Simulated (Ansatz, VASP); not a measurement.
## InSe2 in VASP and in Ansatz

INCAR

```
ALGO = Normal
EDIFF = 1E-6
EDIFFG = -0.01
ENCUT = 600
GGA = PE
IBRION = 2
ISIF = 3
ISMEAR = 0
LASPH = True
LCHARG = False
LREAL = False
LWAVE = False
NELM = 60
NSW = 100
PREC = Accurate
SIGMA = 0.1
```

KPOINTS

```
k-points
0
Gamma
  8 8 8
```

File POSCAR:

```
InSe2
1.0
    0.0000000000      4.1871067836      4.1871067836
    4.1871067836      0.0000000000      4.1871067836
    4.1871067836      4.1871067836      0.0000000000
In Se
2 4
Direct
    0.0000000000      0.0000000000      0.0000000000
    0.2500000000      0.2500000000      0.2500000000
    0.6250000000      0.6250000000      0.6250000000
    0.1250000000      0.6250000000      0.6250000000
    0.6250000000      0.6250000000      0.1250000000
    0.6250000000      0.1250000000      0.6250000000
```

Input for Ansatz:

```yaml
crystal:
  lattice:
    - [0.0, 4.1871067836, 4.1871067836]
    - [4.1871067836, 0.0, 4.1871067836]
    - [4.1871067836, 4.1871067836, 0.0]
  atoms:
    - { symbol: In, position: [0.0, 0.0, 0.0] }
    - { symbol: In, position: [0.25, 0.25, 0.25] }
    - { symbol: Se, position: [0.625, 0.625, 0.625] }
    - { symbol: Se, position: [0.125, 0.625, 0.625] }
    - { symbol: Se, position: [0.625, 0.625, 0.125] }
    - { symbol: Se, position: [0.625, 0.125, 0.625] }
basis:
  ecutwfc: 420
kpoints:
  mp_grid: { grid: [8, 8, 8] }
hamiltonian:
  xc: pbe
scf:
  occupations: { method: gaussian, width: 0.1 }
output:
  forces: true
  stress: true
  eigenvalues: true
relax:
  adjacent_minimum: "off"
  f_tol: 0.01
  max_steps: 80
  cell: { stress_tol: 0.05 }
```

Alike in both runs: task relaxation of cell and atoms; functional PBE; k mesh 8 × 8 × 8; occupations gaussian, width 0.1 eV; no spin polarisation.

|  | VASP | Ansatz |
| --- | --- | --- |
| version | VASP 6.6.1 | Ansatz 0.2.0 |
| potentials or method | VASP PAW PBE potentials, release 64 (In_d, Se), cutoff 600 eV | scalar-relativistic, plane waves, PAW |
| valence electrons in the cell | 50 | 90 |

VASP gave:

```
gap on the k mesh at the Fermi level, each at its own relaxed structure (eV) : none
relaxed volume (Å³/atom)                                                     : 25.45
relaxed cell length with the largest relative difference (Å)                 : 5.999
```

Problem. What did Ansatz give for the same quantities?

Solution. gap on the k mesh at the Fermi level, each at its own relaxed structure (eV): none; relaxed volume (Å³/atom): 25.42; relaxed cell length with the largest relative difference (Å): 5.997.

A gap of «none» marks a metal or a gap that the smearing closes. VASP's potentials hold 50 valence electrons a cell and Ansatz's 90, so a difference there can come from the potentials and not from the codes.
